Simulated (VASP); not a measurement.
# Ca in VASP: single point with PBE

Aim: the single point of Ca with PBE.

All numbers are computed with VASP 6.6.1; they aren't measurements. Logs are shortened: lines on timing, memory, paths and dates and some standing lists are left out, and cuts for length are marked.

**1. The cell of the first run**

The cell holds a slab with vacuum, 13 atoms: a = 7.891 Å, b = 7.891 Å, c = 19.443 Å, α = 90.00°, β = 90.00°, γ = 60.00°.

**2. Single point, PBE**

The input, INCAR:

```
SYSTEM = Ca
PREC = Accurate ; ENCUT = 520
EDIFF = 1E-6 ; ISMEAR = 0
SIGMA = 0.05 ; LREAL = .False.
LASPH = .True. ; NELM = 80
ALGO = Normal ; ISIF = 2
LWAVE = .False. ; LCHARG = .True.
GGA = PE ; LELF = .True.
LVHAR = .True. ; NBANDS = 77
```

The input, KPOINTS:

```
Automatic mesh
0
Gamma
  3 3 1
  0 0 0
```

The input, POSCAR:

```
Ca
1.0
    7.8913120000      0.0000000000      0.0000000000
    3.9456560000      6.8340760000      0.0000000000
    0.0000000000      0.0000000000     19.4432290000
Ca
13
Direct
    0.1666666423      0.1666667154      0.0514317864
    0.6666666423      0.1666667154      0.0514317864
    0.1666666423      0.6666667154      0.0514317864
    0.6666666423      0.6666667154      0.0514317864
   -0.1650796997      0.3347226458      0.2080583426
    0.3302944412      0.3347426924      0.2081678408
   -0.1649813278      0.8299360440      0.2091184546
    0.3329673783      0.8341960201      0.2062244908
   -0.0029245105      0.0020529476      0.3639634137
    0.5011335488      0.0022016144      0.3642878454
    0.0003368593      0.4991463367      0.3806714924
    0.4997882534      0.5005390634      0.3608240175
    0.6572587754      0.1890957900      0.5165167782
```

Potentials or basis: VASP PAW PBE potentials, release 64 (Ca_sv).

Started as:

```console
> cat potpaw_PBE.64/Ca_sv/POTCAR > POTCAR
> mpirun -np 1 vasp_std > vasp.out
```

OUTCAR:

```text
SYSTEM = Ca
   PREC = Accurate
   ENCUT = 520
   EDIFF = 1E-6
   ISMEAR = 0
   LREAL = .False.
   LASPH = .True.
   NELM = 80
   ISIF = 2
   GGA = PE

 ion  position               nearest neighbor table
   1  0.167  0.167  0.051-
   2  0.667  0.167  0.051-
   3  0.167  0.667  0.051-
   4  0.667  0.667  0.051-
   5  0.835  0.335  0.208-
   6  0.330  0.335  0.208-
   7  0.835  0.830  0.209-
   8  0.333  0.834  0.206-
   9  0.997  0.002  0.364-
  10  0.501  0.002  0.364-
  11  0.000  0.499  0.381-
  12  0.500  0.501  0.361-
  13  0.657  0.189  0.517-

  LATTYP: Found a hexagonal cell.
 ALAT       =     7.8913114274
 C/A-ratio  =     2.4638780485

  Lattice vectors:

 A1 = (  -3.9456560000,  -6.8340760000,   0.0000000000)
 A2 = (   7.8913120000,   0.0000000000,   0.0000000000)
 A3 = (   0.0000000000,   0.0000000000,  19.4432290000)

Analysis of symmetry for initial positions (statically):
=====================================================================
 Subroutine PRICEL returns:
 Original cell was already a primitive cell.

 Routine SETGRP: Setting up the symmetry group for a
 hexagonal supercell.

 Subroutine GETGRP returns: Found  1 space group operations
 (whereof  1 operations were pure point group operations)
 out of a pool of 24 trial point group operations.

The static configuration has the point symmetry C_1 .

Analysis of symmetry for dynamics (positions and initial velocities):
=====================================================================
 Subroutine PRICEL returns:
 Original cell was already a primitive cell.

 Routine SETGRP: Setting up the symmetry group for a
 hexagonal supercell.

 Subroutine GETGRP returns: Found  1 space group operations
 (whereof  1 operations were pure point group operations)
 out of a pool of 24 trial point group operations.

The dynamic configuration has the point symmetry C_1 .

 Subroutine INISYM returns: Found  1 space group operations
 (whereof  1 operations are pure point group operations),
 and found     1 'primitive' translations

----------------------------------------------------------------------------------------

                                     Primitive cell

  volume of cell :    1048.5700

  direct lattice vectors                    reciprocal lattice vectors
     7.891312000  0.000000000  0.000000000     0.126721640 -0.073162780  0.000000000
     3.945656000  6.834076000  0.000000000     0.000000000  0.146325560  0.000000000
     0.000000000  0.000000000 19.443229000     0.000000000  0.000000000  0.051431786

  length of vectors
     7.891312000  7.891311427 19.443229000     0.146325550  0.146325560  0.051431786

  position of ions in fractional coordinates (direct lattice)
     0.166666642  0.166666715  0.051431786
     0.666666642  0.166666715  0.051431786
     0.166666642  0.666666715  0.051431786
     0.666666642  0.666666715  0.051431786
     0.834920300  0.334722646  0.208058343
     0.330294441  0.334742692  0.208167841
     0.835018672  0.829936044  0.209118455
     0.332967378  0.834196020  0.206224491
     0.997075489  0.002052948  0.363963414
     0.501133549  0.002201614  0.364287845
     0.000336859  0.499146337  0.380671492
     0.499788253  0.500539063  0.360824018
     0.657258775  0.189095790  0.516516778

  ion indices of the primitive-cell ions
   primitive index   ion index
                 1           1
                 2           2
                 3           3
                 4           4
                 5           5
                 6           6
                 7           7
                 8           8
                 9           9
                10          10
                11          11
                12          12
                13          13

----------------------------------------------------------------------------------------

 KPOINTS: Automatic mesh

Automatic generation of k-mesh.
 Grid dimensions read from file:
 generate k-points for:    3    3    1

 Generating k-lattice:

  Cartesian coordinates                     Fractional coordinates (reciprocal lattice)
     0.042240547 -0.024387593  0.000000000     0.333333333  0.000000000  0.000000000
     0.000000000  0.048775187  0.000000000     0.000000000  0.333333333  0.000000000
     0.000000000  0.000000000  0.051431786     0.000000000  0.000000000  1.000000000

  Length of vectors
     0.048775183  0.048775187  0.051431786

  Shift w.r.t. Gamma in fractional coordinates (k-lattice)
     0.000000000  0.000000000  0.000000000

 Subroutine IBZKPT returns following result:
 ===========================================

 Found      5 irreducible k-points:

 Following reciprocal coordinates:
            Coordinates               Weight
  0.000000  0.000000  0.000000      1.000000
  0.333333 -0.000000  0.000000      2.000000
  0.333333  0.333333  0.000000      2.000000
  0.000000  0.333333  0.000000      2.000000
 -0.333333  0.333333  0.000000      2.000000
   k-points           NKPTS =      5   k-points in BZ     NKDIM =      5   number of bands    NBANDS=     77
   number of dos      NEDOS =    301   number of ions     NIONS =     13
   total plane-waves  NPLWV = 540000
   dimension x,y,z NGX =    60 NGY =   60 NGZ =  150
   dimension x,y,z NGXF=   120 NGYF=  120 NGZF=  300
   ions per type =              13
   NGX,Y,Z   is equivalent  to a cutoff of  12.64, 12.64, 12.83 a.u.
   NGXF,Y,Z  is equivalent  to a cutoff of  25.28, 25.28, 25.65 a.u.
 SYSTEM =  Ca
   PREC   = accura    normal or accurate (medium, high low for compatibility)
   ISTART =      0    job   : 0-new  1-cont  2-samecut
   ICHARG =      2    charge: 1-file 2-atom 10-const
   ISPIN  =      1    spin polarized calculation?
   LNONCOLLINEAR =      F non collinear calculations
   LSORBIT =      F    spin-orbit coupling
   LASPH  =      T    aspherical Exc in radial PAW
   ENCUT  =  520.0 eV  38.22 Ry    6.18 a.u.  14.67 14.67 36.15*2*pi/ulx,y,z
   NELM   =     80;   NELMIN=  2; NELMDL= -5     # of ELM steps
   EDIFF  = 0.1E-05   stopping-criterion for ELM
   LREAL  =      F    real-space projection
   EDIFFG = 0.1E-04   stopping-criterion for IOM
   NSW    =      0    number of steps for IOM
   IBRION =     -1    ionic relax: 0-MD 1-quasi-New 2-CG
   NFREE  =      0    steps in history (QN), initial steepest desc. (CG)
   ISIF   =      2    stress and relaxation
   ISYM   =      2    0-nonsym 1-usesym 2-fastsym
   POTIM  = 0.5000    time-step for ionic-motion
   TEBEG  =    0.0;   TEEND  =   0.0 temperature during run
   PSTRESS=    0.0 pullay stress
   NELECT =     130.0000    total number of electrons
   NUPDOWN=      -1.0000    fix difference up-down
   EMIN   =  10.00;   EMAX   =-10.00  energy-range for DOS
   EFERMI =   0.00;   METHOD = LEGACY
   ISMEAR =     0;   SIGMA  =   0.05  broadening in eV -4-tet -1-fermi 0-gaus
   EFERMI_NEDOS =   21; number of points for ismear=-14 and -15
   IALGO  =     38    algorithm
   IMIX   =      4    mixing-type and parameters
     AMIX     =   0.40;   BMIX     =  1.00
     AMIX_MAG =   1.60;   BMIX_MAG =  1.00
  volume/ion in A,a.u.               =      80.66       544.32
  Fermi-wavevector in a.u.,A,eV,Ry     =   0.816313  1.542608  9.066476  0.666367
  Thomas-Fermi vector in A             =   1.926559
   LORBIT       =      0    0 simple, 1 ext, 2 COOP (PROOUT), +10 PAW based schemes
   GGA     = PE    functional components
   LHFCALC =     F    Hartree Fock is set to
   AEXX    =    0.0000 exact exchange contribution
   IVDW    =     0    specifies the selected vdW correction
   LEPSILON=     F    determine dielectric tensor
   LRPA    =     F    only Hartree local field effects (RPA)
 non-spin polarized calculation
 Gauss-broadening in eV      SIGMA  =   0.05
  energy-cutoff  :      520.00
  volume of cell :     1048.57
 maximum number of plane-waves:     28275
   NGX = 29   NGY = 29   NGZ = 73

 number of electron     129.9999992 magnetization

 Free energy of the ion-electron system (eV)
  ---------------------------------------------------
  ext. energy  EPLUGINS =         0.00000000
  ---------------------------------------------------
  free energy    TOTEN  =       -21.22724352 eV

  energy without entropy =      -21.19756546  energy(sigma->0) =      -21.21240449

 E-fermi :  -0.1006     XC(G=0):  -4.9594

 val. band max:       -0.1258872073   @ k =   0.0000   0.0000   0.0000
 cond. band min:      -0.0608444768   @ k =   0.0000   0.0000   0.0000
 fundamental gap:      0.0650427305
 Fermi energy:        -0.1006015751

 k-point     1 :       0.0000    0.0000    0.0000
  band No.  band energies     occupation
      1     -43.5461      2.00000
      2     -42.6637      2.00000
      3     -42.5466      2.00000
      4     -42.5281      2.00000
      5     -42.5235      2.00000
      6     -42.5212      2.00000
[... 69 lines left out ...]
     76       0.5414      0.00000
     77       0.5416      0.00000

 k-point     2 :       0.3333   -0.0000    0.0000
  band No.  band energies     occupation
      1     -43.5461      2.00000
      2     -42.6637      2.00000
      3     -42.5463      2.00000
      4     -42.5271      2.00000
      5     -42.5245      2.00000
      6     -42.5215      2.00000
[... 69 lines left out ...]
     76       0.5937      0.00000
     77       0.6501      0.00000

 k-point     3 :       0.3333    0.3333    0.0000
  band No.  band energies     occupation
      1     -43.5461      2.00000
      2     -42.6637      2.00000
      3     -42.5463      2.00000
      4     -42.5271      2.00000
      5     -42.5246      2.00000
      6     -42.5214      2.00000
[... 69 lines left out ...]
     76       0.5932      0.00000
     77       0.6499      0.00000

 k-point     4 :       0.0000    0.3333    0.0000
  band No.  band energies     occupation
      1     -43.5461      2.00000
      2     -42.6637      2.00000
      3     -42.5462      2.00000
      4     -42.5276      2.00000
      5     -42.5235      2.00000
      6     -42.5220      2.00000
[... 69 lines left out ...]
     76       0.5995      0.00000
     77       0.6533      0.00000

 k-point     5 :      -0.3333    0.3333    0.0000
  band No.  band energies     occupation
      1     -43.5461      2.00000
      2     -42.6637      2.00000
      3     -42.5461      2.00000
      4     -42.5265      2.00000
      5     -42.5252      2.00000
      6     -42.5217      2.00000
[... 69 lines left out ...]
     76       0.8607      0.00000
     77       0.8845      0.00000

------------------------ aborting loop because EDIFF is reached ----------------------------------------

  FORCE on cell =-STRESS in cart. coord.  units (eV):
  Direction    XX          YY          ZZ          XY          YZ          ZX
  --------------------------------------------------------------------------------------
  -------------------------------------------------------------------------------------
  Total       -1.3077492     -1.0880061      0.1344936     -0.0111690     -0.0002573      0.0010035
  in kB       -1.9981939     -1.6624344      0.2055015     -0.0170659     -0.0003931      0.0015333
  external PRESSURE =      -1.1517089 kB  Pullay stress =       0.0000000 kB

 VOLUME and BASIS-vectors are now :
 -----------------------------------------------------------------------------
  energy-cutoff  :      520.00
  volume of cell :     1048.57
      direct lattice vectors                 reciprocal lattice vectors
     7.891312000  0.000000000  0.000000000     0.126721640 -0.073162780  0.000000000
     3.945656000  6.834076000  0.000000000     0.000000000  0.146325560  0.000000000
     0.000000000  0.000000000 19.443229000     0.000000000  0.000000000  0.051431786

 POSITION                                       TOTAL-FORCE (eV/Angst)
 -----------------------------------------------------------------------------------
      1.97283      1.13901      1.00000        -0.000036      0.029514     -0.010355
      5.91848      1.13901      1.00000        -0.000167     -0.001679     -0.031548
      3.94566      4.55605      1.00000        -0.024978     -0.014504      0.004735
      7.89131      4.55605      1.00000         0.025046     -0.014598      0.003170
      7.90932      2.28752      4.04533         0.007993     -0.002265      0.004948
      3.92724      2.28766      4.04745        -0.008072     -0.002906      0.004261
      9.86403      5.67185      4.06594        -0.000570     -0.003359      0.002537
      5.91900      5.70096      4.00967         0.000466      0.007202      0.008756
      7.87633      0.01403      7.07662        -0.010482      0.012588      0.001875
      3.96329      0.01505      7.08293         0.010845      0.012144      0.002334
      1.97212      3.41120      7.40148        -0.000509     -0.004318     -0.004095
      5.91894      3.42072      7.01558         0.000573     -0.013936      0.002533
      5.93274      1.29230     10.04275        -0.000110     -0.003883      0.010847
 -----------------------------------------------------------------------------------
    total drift:                                0.000034      0.000134     -0.001752

  FREE ENERGIE OF THE ION-ELECTRON SYSTEM (eV)
  ---------------------------------------------------
  free  energy   TOTEN  =       -21.2272435180 eV

  energy  without entropy=      -21.1975654553  energy(sigma->0) =      -21.21240449
```

Wall time 22 min (1 thread of Intel Xeon Platinum 8259CL at 2.50GHz (Skylake/Cascade Lake), shared host); peak memory 1.1 GiB.

What came out:

- Free energy: -21.2272 eV
- Largest force: 0.032 eV/Å
- Band gap on the k mesh: zero (filled and empty bands overlap)

Forces on the atoms (eV/Å):
```
Ca   0.000  0.030 -0.010
Ca   0.000 -0.002 -0.032
Ca  -0.025 -0.015  0.005
Ca   0.025 -0.015  0.003
Ca   0.008 -0.002  0.005
Ca  -0.008 -0.003  0.004
Ca  -0.001 -0.003  0.003
Ca   0.000  0.007  0.009
Ca  -0.010  0.013  0.002
Ca   0.011  0.012  0.002
Ca  -0.001 -0.004 -0.004
Ca   0.001 -0.014  0.003
Ca   0.000 -0.004  0.011
```

Caveat: there is no dipole correction, which matters where the two faces differ.

The gap in the log of VASP goes by the Fermi energy; the results here count the filled bands.